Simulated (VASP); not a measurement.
Runs of VASP 6.6.1 on Na. The structure is that of space group Fm-3m (No. 225), or close to it. The cells are those of the table. 

| cell | k mesh | gap on the mesh (eV) | pressure (GPa) |
| --- | --- | --- | --- |
| a = 3.753 Å, angles 119.6, 119.6, 90.7°, 1 atom | 14 × 14 × 14 | none | -0.3 |
| a = 3.632 Å, angles 120.6, 120.6, 88.9°, 1 atom | 16 × 16 × 16 | none | (b) |
| a = 3.753 Å, angles 119.6, 119.6, 90.7°, 1 atom | 16 × 16 × 16 | none | -0.2 |
| a = 3.916 Å, angles 119.1, 119.1, 91.5°, 1 atom | 14 × 14 × 14 | none | -1.0 |
| a = 3.672 Å, angles 119.1, 119.1, 91.6°, 1 atom | 16 × 16 × 16 | none | (a) |

Alike in all rows: task single point; level PBEsol; potentials or basis VASP PAW PBE potentials, release 64 (Na_pv); no spin polarisation; cutoff (eV) 520; smearing gaussian 0.1 eV.

Problem. Estimate the missing entries.

Solution. (a) 0.3; (b) 0.8.

Caveats: the PAW data sets were made with another functional, which shifts forces and pressure a little.

A gap of «none» marks levels without a gap at the run's occupations.
